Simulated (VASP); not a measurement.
A run of VASP 6.6.1 is set up as follows.

The input INCAR:

```
PREC     = Accurate       # precision mode
ENCUT    = 520            # plane-wave cutoff, eV
EDIFF    = 1E-6           # SCF threshold, eV
ISMEAR   = 0              # smearing method
SIGMA    = 0.02           # smearing width, eV
LREAL    = False          # projectors in reciprocal space
LASPH    = True           # aspherical terms in the spheres
NELM     = 80             # most SCF steps
ALGO     = Normal         # electronic algorithm
ISIF     = 2              # what is computed and relaxed
LWAVE    = False          # write WAVECAR
LCHARG   = False          # write CHGCAR
GGA      = PE             # functional
NBANDS   = 28             # bands
```

File KPOINTS:

```
regular mesh
0
Gamma
  8 8 8
```

Contents of POSCAR:

```
BaTiO3
1.0
    4.0192509343      0.0000000000      0.0000000000
    0.0000000000      4.0192509343      0.0000000000
    0.0000000000      0.0000000000      3.9790584249
Ba Ti O
1 1 3
Direct
    0.5000000000      0.5000000000      0.5000000000
    0.0000000000      0.0000000000      0.0000000000
    0.5000000000      0.0000000000      0.0000000000
    0.0000000000      0.5000000000      0.0000000000
    0.0000000000      0.0000000000      0.5000000000
```

Potentials or basis: VASP PAW PBE potentials, release 64 (Ba_sv, Ti_sv, O).

Command:

```bash
$ cat potpaw_PBE.64/Ba_sv/POTCAR potpaw_PBE.64/Ti_sv/POTCAR potpaw_PBE.64/O/POTCAR > POTCAR
$ mpirun -np 1 vasp_std > vasp.out
```

Task: What does it give for the band gap on the k mesh?

Result: 1.72 eV (least direct gap 1.87 eV).

Task: Estimate the pressure.

Result: 3.4 GPa.

Stress tensor (GPa, compression positive):
```
2.79 0.00 0.00
0.00 2.79 0.00
0.00 0.00 4.77
```

Caveat: the cell differs from its parent crystal (strain along c alone, the other axes held: -1.0 %); the cell stands under pressure; spin-orbit coupling is left out, which moves the levels of the heavy elements. A k mesh can miss the band edges.
